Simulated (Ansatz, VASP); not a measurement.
Two plane-wave programs on Ca

```xyz
1
Lattice="0.0000 3.0177 2.7942 3.0177 0.0000 2.7942 3.0177 3.0177 0.0000" Properties=species:S:1:pos:R:3 pbc="T T T"
Ca    0.0000    0.0000    0.0000
```

Change from the starting cell: strain +0.080 along x and y, +0.000 along z, atoms carried along.

Alike in both runs: task single point; functional PBE; k mesh 14 × 14 × 14; occupations gaussian, width 0.15 eV; no spin polarisation.

|  | VASP | Ansatz |
| --- | --- | --- |
| version | VASP 6.6.1 | Ansatz 0.2.0 |
| potentials or method | VASP PAW PBE potentials, release 64 (Ca_sv), cutoff 520 eV | scalar-relativistic, plane waves, PAW |
| valence electrons in the cell | 10 | 10 |

```tsv
	VASP	Ansatz	Ansatz less VASP
gap on the k mesh at the Fermi level (eV)	none	none	-
pressure (GPa)	-2.4	-2.4	0.00
traceless stress, the component that is largest in VASP (GPa)	0.20	0.20	0.000
```

A gap of «none» marks a metal or a gap that the smearing closes.
